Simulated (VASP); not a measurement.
PtSe2, a sheet with vacuum:

```
Se Pt
1.0
     3.72700    0.00000    0.00000
    -1.86350    3.22768    0.00000
     0.00000    0.00000   30.78000
Se Pt
6 3
Cartesian
  1.8635 1.0759 9.0000
  0.0000 2.1518 11.6200
  1.8635 1.0759 14.0800
  0.0000 2.1518 16.7000
  1.8635 1.0759 19.1600
  0.0000 2.1518 21.7800
  0.0000 0.0000 10.3100
  0.0000 0.0000 15.3900
  0.0000 0.0000 20.4700
```

Base run:

* Program: VASP 6.6.1
* Functional: PBE
* Potentials or basis: VASP PAW PBE potentials, release 64 (Se, Pt)
* Cutoff: 520 eV
* k mesh: 12 × 12 × 1
* Occupations: gaussian, width 0.01 eV
* Spin: no spin polarisation

Its results: band gap on the k mesh 0.06 eV, indirect (least direct gap 0.71 eV); largest force 0.233 eV/Å.

**Question.** The run is repeated on the same cell with these changes: functional from PBE to LDA; potentials or basis from VASP PAW PBE potentials, release 64 (Se, Pt) to VASP PAW LDA potentials, release 64 (Se, Pt). What comes out?

**Answer.** Band gap on the k mesh 0.00 eV, indirect (least direct gap 0.66 eV); largest force 0.474 eV/Å.

Caveats: spin-orbit coupling is left out, which moves the levels of the heavy elements.

A k mesh can miss the band edges.
